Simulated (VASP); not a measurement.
# Gd (Pm-3m) in VASP: a series of runs

Gd is run at these levels: PBE; tasks: single point.

All numbers are computed with VASP 6.6.1; they aren't measurements. Logs are shortened: lines on timing, memory, paths and dates and some standing lists are left out, and cuts for length are marked.

### 1 The cell of the first run

Symmetry: Pm-3m, No. 221, cubic system. The conventional cell has a = 2.470 Å, b = 2.470 Å, c = 2.470 Å, α = 90.00°, β = 90.00°, γ = 90.00°. Gd (site symmetry m-3m) has 6 Gd at 2.47 Å within 3.3 Å.

This isn't the form of Gd at room conditions, which is hcp.

### 2 Single point, PBE, collinear spin, ferromagnetic start (15.07 Å³/atom)

File INCAR:

```
SYSTEM = Gd
  PREC = Accurate
  ENCUT = 520
  EDIFF = 1E-6
  ISMEAR = -1
  SIGMA = 0.08
  LREAL = .FALSE.
  LASPH = .TRUE.
  NELM = 150
  ALGO = Normal
  ISIF = 2
  LWAVE = .FALSE.
  LCHARG = .TRUE.
  ISPIN = 2
  MAGMOM = 7
  LORBIT = 11
  LMAXMIX = 6
  GGA = PE
  LELF = .TRUE.
  LVHAR = .TRUE.
  NBANDS = 19
```

File KPOINTS:

```
Automatic mesh
0
G
  13 13 13
  0 0 0
```

File POSCAR:

```
Gd
1.0
    2.4700179031      0.0000000000      0.0000000000
    0.0000000000      2.4700179031      0.0000000000
    0.0000000000      0.0000000000      2.4700179031
Gd
1
Direct
    0.0000000000      0.0000000000      0.0000000000
```

Potentials or basis: VASP PAW PBE potentials, release 64 (Gd).

Launch:

```sh
cat potpaw_PBE.64/Gd/POTCAR > POTCAR
mpirun -np 1 vasp_std > vasp.out
```

OUTCAR:

```text
SYSTEM = Gd
   PREC = Accurate
   ENCUT = 520
   EDIFF = 1E-6
   ISMEAR = -1
   LREAL = .FALSE.
   LASPH = .TRUE.
   NELM = 150
   ISIF = 2
   ISPIN = 2
   LORBIT = 11
   GGA = PE

 ion  position               nearest neighbor table
   1  0.000  0.000  0.000-

  LATTYP: Found a simple cubic cell.
 ALAT       =     2.4700179031

  Lattice vectors:

 A1 = (   2.4700179031,   0.0000000000,   0.0000000000)
 A2 = (   0.0000000000,   2.4700179031,   0.0000000000)
 A3 = (   0.0000000000,   0.0000000000,   2.4700179031)

Analysis of symmetry for initial positions (statically):
=====================================================================
 Subroutine PRICEL returns:
 Original cell was already a primitive cell.

 Routine SETGRP: Setting up the symmetry group for a
 simple cubic supercell.

 Subroutine GETGRP returns: Found 48 space group operations
 (whereof 48 operations were pure point group operations)
 out of a pool of 48 trial point group operations.

The static configuration has the point symmetry O_h .

Analysis of symmetry for dynamics (positions and initial velocities):
=====================================================================
 Subroutine PRICEL returns:
 Original cell was already a primitive cell.

 Routine SETGRP: Setting up the symmetry group for a
 simple cubic supercell.

 Subroutine GETGRP returns: Found 48 space group operations
 (whereof 48 operations were pure point group operations)
 out of a pool of 48 trial point group operations.

The dynamic configuration has the point symmetry O_h .

Analysis of structural, dynamic, and magnetic symmetry:
=====================================================================
 Subroutine PRICEL returns:
 Original cell was already a primitive cell.

 Routine SETGRP: Setting up the symmetry group for a
 simple cubic supercell.

 Subroutine GETGRP returns: Found 48 space group operations
 (whereof 48 operations were pure point group operations)
 out of a pool of 48 trial point group operations.

The overall configuration has the point symmetry O_h .

 Subroutine INISYM returns: Found 48 space group operations
 (whereof 48 operations are pure point group operations),
 and found     1 'primitive' translations

----------------------------------------------------------------------------------------

                                     Primitive cell

  volume of cell :      15.0696

  direct lattice vectors                    reciprocal lattice vectors
     2.470017903  0.000000000  0.000000000     0.404855365  0.000000000  0.000000000
     0.000000000  2.470017903  0.000000000     0.000000000  0.404855365  0.000000000
     0.000000000  0.000000000  2.470017903     0.000000000  0.000000000  0.404855365

  length of vectors
     2.470017903  2.470017903  2.470017903     0.404855365  0.404855365  0.404855365

  position of ions in fractional coordinates (direct lattice)
     0.000000000  0.000000000  0.000000000

  ion indices of the primitive-cell ions
   primitive index   ion index
                 1           1

----------------------------------------------------------------------------------------

 KPOINTS: Automatic mesh

Automatic generation of k-mesh.
 Grid dimensions read from file:
 generate k-points for:   13   13   13

 Generating k-lattice:

  Cartesian coordinates                     Fractional coordinates (reciprocal lattice)
     0.031142720  0.000000000  0.000000000     0.076923077  0.000000000  0.000000000
     0.000000000  0.031142720  0.000000000     0.000000000  0.076923077  0.000000000
     0.000000000  0.000000000  0.031142720     0.000000000  0.000000000  0.076923077

  Length of vectors
     0.031142720  0.031142720  0.031142720

  Shift w.r.t. Gamma in fractional coordinates (k-lattice)
     0.000000000  0.000000000  0.000000000

 Subroutine IBZKPT returns following result:
 ===========================================

 Found     84 irreducible k-points:

 Following reciprocal coordinates:
            Coordinates               Weight
  0.000000  0.000000  0.000000      1.000000
  0.076923  0.000000  0.000000      6.000000
  0.153846  0.000000  0.000000      6.000000
  0.230769  0.000000  0.000000      6.000000
  0.307692  0.000000  0.000000      6.000000
  0.384615  0.000000  0.000000      6.000000
[... 16 lines left out ...]
  0.307692  0.307692  0.000000     12.000000
  0.384615  0.307692  0.000000     24.000000
 [... further k-points ...]
   k-points           NKPTS =     84   k-points in BZ     NKDIM =     84   number of bands    NBANDS=     19
   number of dos      NEDOS =    301   number of ions     NIONS =      1
   total plane-waves  NPLWV =   5832
   dimension x,y,z NGX =    18 NGY =   18 NGZ =   18
   dimension x,y,z NGXF=    36 NGYF=   36 NGZF=   36
   ions per type =               1
   NGX,Y,Z   is equivalent  to a cutoff of  12.12, 12.12, 12.12 a.u.
   NGXF,Y,Z  is equivalent  to a cutoff of  24.23, 24.23, 24.23 a.u.
 SYSTEM =  Gd
   PREC   = accura    normal or accurate (medium, high low for compatibility)
   ISTART =      0    job   : 0-new  1-cont  2-samecut
   ICHARG =      2    charge: 1-file 2-atom 10-const
   ISPIN  =      2    spin polarized calculation?
   LNONCOLLINEAR =      F non collinear calculations
   LSORBIT =      F    spin-orbit coupling
   LASPH  =      T    aspherical Exc in radial PAW
   ENCUT  =  520.0 eV  38.22 Ry    6.18 a.u.   4.59  4.59  4.59*2*pi/ulx,y,z
   NELM   =    150;   NELMIN=  2; NELMDL= -5     # of ELM steps
   EDIFF  = 0.1E-05   stopping-criterion for ELM
   LREAL  =      F    real-space projection
   EDIFFG = 0.1E-04   stopping-criterion for IOM
   NSW    =      0    number of steps for IOM
   IBRION =     -1    ionic relax: 0-MD 1-quasi-New 2-CG
   NFREE  =      0    steps in history (QN), initial steepest desc. (CG)
   ISIF   =      2    stress and relaxation
   ISYM   =      2    0-nonsym 1-usesym 2-fastsym
   POTIM  = 0.5000    time-step for ionic-motion
   TEBEG  =    0.0;   TEEND  =   0.0 temperature during run
   PSTRESS=    0.0 pullay stress
   NELECT =      18.0000    total number of electrons
   NUPDOWN=      -1.0000    fix difference up-down
   EMIN   =  10.00;   EMAX   =-10.00  energy-range for DOS
   EFERMI =   0.00;   METHOD = LEGACY
   ISMEAR =    -1;   SIGMA  =   0.08  broadening in eV -4-tet -1-fermi 0-gaus
   EFERMI_NEDOS =   21; number of points for ismear=-14 and -15
   IALGO  =     38    algorithm
   IMIX   =      4    mixing-type and parameters
     AMIX     =   0.40;   BMIX     =  1.00
     AMIX_MAG =   1.60;   BMIX_MAG =  1.00
  volume/ion in A,a.u.               =      15.07       101.69
  Fermi-wavevector in a.u.,A,eV,Ry     =   1.736996  3.282447 41.050902  3.017156
  Thomas-Fermi vector in A             =   2.810304
   LORBIT       =     11    0 simple, 1 ext, 2 COOP (PROOUT), +10 PAW based schemes
   GGA     = PE    functional components
   LHFCALC =     F    Hartree Fock is set to
   AEXX    =    0.0000 exact exchange contribution
   IVDW    =     0    specifies the selected vdW correction
   LEPSILON=     F    determine dielectric tensor
   LRPA    =     F    only Hartree local field effects (RPA)
 spin polarized calculation
  energy-cutoff  :      520.00
  volume of cell :       15.07
 maximum number of plane-waves:       437
   NGX =  9   NGY =  9   NGZ =  9

 number of electron      18.0000017 magnetization       6.3775076

 Free energy of the ion-electron system (eV)
  ---------------------------------------------------
  ext. energy  EPLUGINS =         0.00000000
  ---------------------------------------------------
  free energy    TOTEN  =        -8.08100507 eV

  energy without entropy =       -8.04729326  energy(sigma->0) =       -8.06414917

 E-fermi :   7.6949     XC(G=0): -14.0962

 val. band max:        7.6905226079   @ k =   0.4615   0.1538   0.1538
 cond. band min:       7.6972876123   @ k =   0.3846   0.3077   0.0000
 fundamental gap:      0.0067650044
 Fermi energy:         7.6949071160

 spin component 1

 k-point     1 :       0.0000    0.0000    0.0000
  band No.  band energies     occupation
      1     -38.2872      1.00000
      2     -11.8407      1.00000
      3     -11.8407      1.00000
      4     -11.8407      1.00000
      5       4.0725      1.00000
      6       4.3497      1.00000
[... 11 lines left out ...]
     18      28.3536      0.00000
     19      28.3536      0.00000

 k-point     2 :       0.0769    0.0000    0.0000
  band No.  band energies     occupation
      1     -38.2273      1.00000
      2     -12.3817      1.00000
      3     -11.7945      1.00000
      4     -11.7945      1.00000
      5       4.1738      1.00000
      6       4.2039      1.00000
[... 476 lines left out ...]
 k-point    24 :       0.3846    0.3077    0.0000
  band No.  band energies     occupation
      1     -36.5189      1.00000
      2     -17.0878      1.00000
      3     -15.7569      1.00000
      4     -10.5533      1.00000
      5       2.9071      1.00000
      6       3.8151      1.00000
[... 11 lines left out ...]
     18      24.3440      0.00000
     19      28.1693      0.00000

 [... further k-points ...]

 spin component 2

 k-point     1 :       0.0000    0.0000    0.0000
  band No.  band energies     occupation
      1     -35.6929      1.00000
      2      -9.6687      1.00000
      3      -9.6687      1.00000
      4      -9.6687      1.00000
      5       4.7254      1.00000
      6       5.3807      1.00000
[... 11 lines left out ...]
     18      29.2666      0.00000
     19      29.2666      0.00000

 k-point     2 :       0.0769    0.0000    0.0000
  band No.  band energies     occupation
      1     -35.6268      1.00000
      2     -10.2879      1.00000
      3      -9.6171      1.00000
      4      -9.6171      1.00000
      5       4.9791      1.00000
      6       5.4548      1.00000
[... 476 lines left out ...]
 k-point    24 :       0.3846    0.3077    0.0000
  band No.  band energies     occupation
      1     -33.7172      1.00000
      2     -15.3920      1.00000
      3     -13.9439      1.00000
      4      -8.2183      1.00000
      5       4.0216      1.00000
      6       7.6973      0.49256
[... 11 lines left out ...]
     18      25.6388      0.00000
     19      29.2273      0.00000

 [... further k-points ...]
[... 5 lines left out ...]
  --------------------------------------------------------------------------------------
  -------------------------------------------------------------------------------------
  Total        8.6674949      8.6674949      8.6674949      0.0000000      0.0000000     -0.0000000
  in kB      921.5181084    921.5181084    921.5181084      0.0000000      0.0000000     -0.0000000
  external PRESSURE =     921.5181084 kB  Pullay stress =       0.0000000 kB

 VOLUME and BASIS-vectors are now :
 -----------------------------------------------------------------------------
  energy-cutoff  :      520.00
  volume of cell :       15.07
      direct lattice vectors                 reciprocal lattice vectors
     2.470017903  0.000000000  0.000000000     0.404855365  0.000000000  0.000000000
     0.000000000  2.470017903  0.000000000     0.000000000  0.404855365  0.000000000
     0.000000000  0.000000000  2.470017903     0.000000000  0.000000000  0.404855365

 POSITION                                       TOTAL-FORCE (eV/Angst)
 -----------------------------------------------------------------------------------
      0.00000      0.00000      0.00000         0.000000      0.000000      0.000000
 -----------------------------------------------------------------------------------
    total drift:                                0.000000      0.000000      0.000000

  FREE ENERGIE OF THE ION-ELECTRON SYSTEM (eV)
  ---------------------------------------------------
  free  energy   TOTEN  =        -8.0810050716 eV

  energy  without entropy=       -8.0472932616  energy(sigma->0) =       -8.06414917

 total charge

# of ion       s       p       d       f       tot
--------------------------------------------------
    1        2.048   5.543   1.337   7.318  16.246

 magnetization (x)

# of ion       s       p       d       f       tot
--------------------------------------------------
    1        0.014  -0.057   0.031   6.258   6.246
```

Run time: 39 s. Hardware: 1 thread of AMD EPYC 9R45 (Zen 5), shared host; peak memory 0.13 GiB.

What came out:

- Free energy: -8.0810 eV
- Pressure: 92.2 GPa
- Net moment: 6.38 μB per cell
- Site moments: Gd +6.25 μB
- Valence electrons inside the program's atomic spheres: Gd 16.25

Caveat: the cell stands under pressure; spin-orbit coupling is left out, which moves the levels of the heavy elements; semilocal functionals describe open f shells poorly, which spoils levels, moments and volumes.

(Continued in part 2 of 2.)
